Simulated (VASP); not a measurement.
# Te2Mo in VASP: a series of runs, part 2 of 2

VASP 6.6.1.

## 5. Single point, LDA (biaxial strain in the a-b plane: -1.5 %, then relaxed in part)

File INCAR:

```
ALGO = Normal
EDIFF = 1E-6
ENCUT = 520
GGA = CA
ISIF = 2
ISMEAR = 0
LASPH = T
LCHARG = F
LREAL = F
LWAVE = F
NBANDS = 20
NELM = 100
PREC = Accurate
SIGMA = 0.02
```

File KPOINTS:

```
k-points
0
Gamma
  12 12 2
```

File POSCAR:

```
Te2Mo
1.0
    3.4145498005      0.0000000000      0.0000000000
   -1.7072749002      2.9570868697      0.0000000000
    0.0000000000      0.0000000000     17.6776393063
Te Mo
2 1
Direct
    0.3333333333      0.6666666667      0.8972869416
    0.3333333333      0.6666666667      0.1027130584
    0.0000000000      0.0000000000      0.0000000000
```

Potentials or basis: VASP PAW LDA potentials, release 64 (Te, Mo_sv).

Command:

```
$ cat potpaw_LDA.64/Te/POTCAR potpaw_LDA.64/Mo_sv/POTCAR > POTCAR
$ mpirun -np 1 vasp_std > vasp.out
```

OUTCAR:

```text
EDIFF = 1E-6
   ENCUT = 520
   GGA = CA
   ISIF = 2
   ISMEAR = 0
   LASPH = T
   LREAL = F
   NELM = 100
   PREC = Accurate

 ion  position               nearest neighbor table
   1  0.333  0.667  0.897-   3 2.68   3 2.68   3 2.68   2 3.63
   2  0.333  0.667  0.103-   3 2.68   3 2.68   3 2.68   1 3.63
   3  0.000  0.000  0.000-   1 2.68   2 2.68   1 2.68   2 2.68   1 2.68   2 2.68

  LATTYP: Found a hexagonal cell.
 ALAT       =     3.4145498005
 C/A-ratio  =     5.1771508220

  Lattice vectors:

 A1 = (   3.4145498005,   0.0000000000,   0.0000000000)
 A2 = (  -1.7072749002,   2.9570868697,   0.0000000000)
 A3 = (   0.0000000000,   0.0000000000,  17.6776393063)

Analysis of symmetry for initial positions (statically):
=====================================================================
 Subroutine PRICEL returns:
 Original cell was already a primitive cell.

 Routine SETGRP: Setting up the symmetry group for a
 hexagonal supercell.

 Subroutine GETGRP returns: Found 12 space group operations
 (whereof 12 operations were pure point group operations)
 out of a pool of 24 trial point group operations.

The static configuration has the point symmetry D_3h.

Analysis of symmetry for dynamics (positions and initial velocities):
=====================================================================
 Subroutine PRICEL returns:
 Original cell was already a primitive cell.

 Routine SETGRP: Setting up the symmetry group for a
 hexagonal supercell.

 Subroutine GETGRP returns: Found 12 space group operations
 (whereof 12 operations were pure point group operations)
 out of a pool of 24 trial point group operations.

The dynamic configuration has the point symmetry D_3h.

 Subroutine INISYM returns: Found 12 space group operations
 (whereof 12 operations are pure point group operations),
 and found     1 'primitive' translations

----------------------------------------------------------------------------------------

                                     Primitive cell

  volume of cell :     178.4933

  direct lattice vectors                    reciprocal lattice vectors
     3.414549801  0.000000000  0.000000000     0.292864377  0.169085327  0.000000000
    -1.707274900  2.957086870  0.000000000     0.000000000  0.338170654  0.000000000
     0.000000000  0.000000000 17.677639306     0.000000000  0.000000000  0.056568639

  length of vectors
     3.414549801  3.414549800 17.677639306     0.338170654  0.338170654  0.056568639

  position of ions in fractional coordinates (direct lattice)
     0.333333333  0.666666667  0.897286942
     0.333333333  0.666666667  0.102713058
     0.000000000  0.000000000  0.000000000

  ion indices of the primitive-cell ions
   primitive index   ion index
                 1           1
                 2           2
                 3           3

----------------------------------------------------------------------------------------

 KPOINTS: k-points

Automatic generation of k-mesh.
 Grid dimensions read from file:
 generate k-points for:   12   12    2

 Generating k-lattice:

  Cartesian coordinates                     Fractional coordinates (reciprocal lattice)
     0.024405365  0.014090444  0.000000000     0.083333333  0.000000000  0.000000000
     0.000000000  0.028180888  0.000000000     0.000000000  0.083333333  0.000000000
     0.000000000  0.000000000  0.028284320     0.000000000  0.000000000  0.500000000

  Length of vectors
     0.028180888  0.028180888  0.028284320

  Shift w.r.t. Gamma in fractional coordinates (k-lattice)
     0.000000000  0.000000000  0.000000000

 Subroutine IBZKPT returns following result:
 ===========================================

 Found     38 irreducible k-points:

 Following reciprocal coordinates:
            Coordinates               Weight
  0.000000  0.000000  0.000000      1.000000
  0.083333  0.000000  0.000000      6.000000
  0.166667 -0.000000  0.000000      6.000000
  0.250000  0.000000  0.000000      6.000000
  0.333333 -0.000000  0.000000      6.000000
  0.416667  0.000000  0.000000      6.000000
[... 16 lines left out ...]
  0.250000  0.000000  0.500000      6.000000
  0.333333 -0.000000  0.500000      6.000000
 [... further k-points ...]
   k-points           NKPTS =     38   k-points in BZ     NKDIM =     38   number of bands    NBANDS=     20
   number of dos      NEDOS =    301   number of ions     NIONS =      3
   total plane-waves  NPLWV = 109760
   dimension x,y,z NGX =    28 NGY =   28 NGZ =  140
   dimension x,y,z NGXF=    56 NGYF=   56 NGZF=  280
   ions per type =               2   1
   NGX,Y,Z   is equivalent  to a cutoff of  13.63, 13.63, 13.17 a.u.
   NGXF,Y,Z  is equivalent  to a cutoff of  27.27, 27.27, 26.33 a.u.
 SYSTEM =  unknown system
   PREC   = accura    normal or accurate (medium, high low for compatibility)
   ISTART =      0    job   : 0-new  1-cont  2-samecut
   ICHARG =      2    charge: 1-file 2-atom 10-const
   ISPIN  =      1    spin polarized calculation?
   LNONCOLLINEAR =      F non collinear calculations
   LSORBIT =      F    spin-orbit coupling
   LASPH  =      T    aspherical Exc in radial PAW
   ENCUT  =  520.0 eV  38.22 Ry    6.18 a.u.   6.35  6.35 32.87*2*pi/ulx,y,z
   NELM   =    100;   NELMIN=  2; NELMDL= -5     # of ELM steps
   EDIFF  = 0.1E-05   stopping-criterion for ELM
   LREAL  =      F    real-space projection
   EDIFFG = 0.1E-04   stopping-criterion for IOM
   NSW    =      0    number of steps for IOM
   IBRION =     -1    ionic relax: 0-MD 1-quasi-New 2-CG
   NFREE  =      0    steps in history (QN), initial steepest desc. (CG)
   ISIF   =      2    stress and relaxation
   ISYM   =      2    0-nonsym 1-usesym 2-fastsym
   POTIM  = 0.5000    time-step for ionic-motion
   TEBEG  =    0.0;   TEEND  =   0.0 temperature during run
   PSTRESS=    0.0 pullay stress
   NELECT =      26.0000    total number of electrons
   NUPDOWN=      -1.0000    fix difference up-down
   EMIN   =  10.00;   EMAX   =-10.00  energy-range for DOS
   EFERMI =   0.00;   METHOD = LEGACY
   ISMEAR =     0;   SIGMA  =   0.02  broadening in eV -4-tet -1-fermi 0-gaus
   EFERMI_NEDOS =   21; number of points for ismear=-14 and -15
   IALGO  =     38    algorithm
   IMIX   =      4    mixing-type and parameters
     AMIX     =   0.40;   BMIX     =  1.00
     AMIX_MAG =   1.60;   BMIX_MAG =  1.00
  volume/ion in A,a.u.               =      59.50       401.51
  Fermi-wavevector in a.u.,A,eV,Ry     =   0.861375  1.627762 10.095061  0.741966
  Thomas-Fermi vector in A             =   1.979019
   LORBIT       =      0    0 simple, 1 ext, 2 COOP (PROOUT), +10 PAW based schemes
   GGA     = CA    functional components
   LHFCALC =     F    Hartree Fock is set to
   AEXX    =    0.0000 exact exchange contribution
   IVDW    =     0    specifies the selected vdW correction
   LEPSILON=     F    determine dielectric tensor
   LRPA    =     F    only Hartree local field effects (RPA)
 non-spin polarized calculation
 Gauss-broadening in eV      SIGMA  =   0.02
  energy-cutoff  :      520.00
  volume of cell :      178.49
 maximum number of plane-waves:      4842
 NGX is ok and might be reduce to    28
   NGX = 13   NGY = 13   NGZ = 65

 number of electron      26.0000000 magnetization

 Free energy of the ion-electron system (eV)
  ---------------------------------------------------
  ext. energy  EPLUGINS =         0.00000000
  ---------------------------------------------------
  free energy    TOTEN  =       -20.45284842 eV

  energy without entropy =      -20.45284842  energy(sigma->0) =      -20.45284842

 E-fermi :   0.4388     XC(G=0):  -4.9772

 val. band max:        0.3342665571   @ k =   0.3333   0.3333   0.0000
 cond. band min:       1.5976995578   @ k =   0.2500   0.1667   0.0000
 fundamental gap:      1.2634330008
 Fermi energy:         0.4388246778

 k-point     1 :       0.0000    0.0000    0.0000
  band No.  band energies     occupation
      1     -59.8578      2.00000
      2     -34.2887      2.00000
      3     -34.0563      2.00000
      4     -34.0563      2.00000
      5     -12.7092      2.00000
      6     -11.7497      2.00000
[... 12 lines left out ...]
     19       5.0391      0.00000
     20       6.0287      0.00000
[... 507 lines left out ...]
 k-point    24 :       0.3333   -0.0000    0.5000
  band No.  band energies     occupation
      1     -59.8462      2.00000
      2     -34.2571      2.00000
      3     -34.1952      2.00000
      4     -34.0885      2.00000
      5     -11.1653      2.00000
      6     -10.6771      2.00000
[... 12 lines left out ...]
     19       6.4120      0.00000
     20       6.4414      0.00000

 [... further k-points ...]
[... 5 lines left out ...]
  --------------------------------------------------------------------------------------
  -------------------------------------------------------------------------------------
  Total        1.2887202      1.2887202      0.1943338      0.0000000     -0.0000000     -0.0000000
  in kB       11.5677103     11.5677103      1.7443641      0.0000000     -0.0000000     -0.0000000
  external PRESSURE =       8.2932616 kB  Pullay stress =       0.0000000 kB

 VOLUME and BASIS-vectors are now :
 -----------------------------------------------------------------------------
  energy-cutoff  :      520.00
  volume of cell :      178.49
      direct lattice vectors                 reciprocal lattice vectors
     3.414549801  0.000000000  0.000000000     0.292864377  0.169085327  0.000000000
    -1.707274900  2.957086870  0.000000000     0.000000000  0.338170654  0.000000000
     0.000000000  0.000000000 17.677639306     0.000000000  0.000000000  0.056568639

 POSITION                                       TOTAL-FORCE (eV/Angst)
 -----------------------------------------------------------------------------------
     -0.00000      1.97139     15.86191        -0.000000      0.000000     -0.057188
     -0.00000      1.97139      1.81572        -0.000000      0.000000      0.057188
      0.00000      0.00000      0.00000         0.000000      0.000000      0.000000
 -----------------------------------------------------------------------------------
    total drift:                                0.000000     -0.000000     -0.000000

  FREE ENERGIE OF THE ION-ELECTRON SYSTEM (eV)
  ---------------------------------------------------
  free  energy   TOTEN  =       -20.4528484233 eV

  energy  without entropy=      -20.4528484233  energy(sigma->0) =      -20.45284842
```

Wall time 2.2 min (1 thread of Intel Xeon 6975P-C (Granite Rapids), shared host); peak memory 0.33 GiB.

Results:

```yaml
Free_energy: -20.4528 eV
Largest_force: 0.057 eV/Å
Band_gap_on_the_k_mesh: 1.26 eV, indirect (least direct gap 1.38 eV)
```

Forces on the atoms (eV/Å):
```
Te   0.000  0.000 -0.057
Te   0.000  0.000  0.057
Mo   0.000  0.000  0.000
```

Caveat: the cell differs from its parent crystal (biaxial strain in the a-b plane: -1.5 %, then relaxed in part); spin-orbit coupling is left out, which moves the levels of the heavy elements.
